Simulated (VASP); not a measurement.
Here is a VASP 6.6.1 calculation.

The input INCAR:

```
PREC = Accurate
ENCUT = 520
EDIFF = 1E-6
ISMEAR = 0
SIGMA = 0.1
LREAL = False
LASPH = True
NELM = 100
ALGO = Normal
ISIF = 2
LWAVE = False
LCHARG = True
GGA = CA
LELF = True
LVHAR = True
NBANDS = 16
```

KPOINTS

```
Automatic mesh
0
Gamma
  16 16 16
```

The input POSCAR:

```
InSb
1.0
    0.0000000000      3.2249200889      3.2249200889
    3.2249200889      0.0000000000      3.2249200889
    3.2249200889      3.2249200889      0.0000000000
In Sb
1 1
Direct
    0.0000000000      0.0000000000      0.0000000000
    0.7500000000      0.7500000000      0.7500000000
```

Potentials or basis: VASP PAW LDA potentials, release 64 (In_d, Sb).

Command:

```bash
$ cat potpaw_LDA.64/In_d/POTCAR potpaw_LDA.64/Sb/POTCAR > POTCAR
$ mpirun -np 1 vasp_std > vasp.out
```

Q: What does it give for the pressure?

A: 0.1 GPa.

Q: Predict the band gap on the k mesh.

A: Zero (filled and empty bands touch).

Caveat: spin-orbit coupling is left out, which moves the levels of the heavy elements.
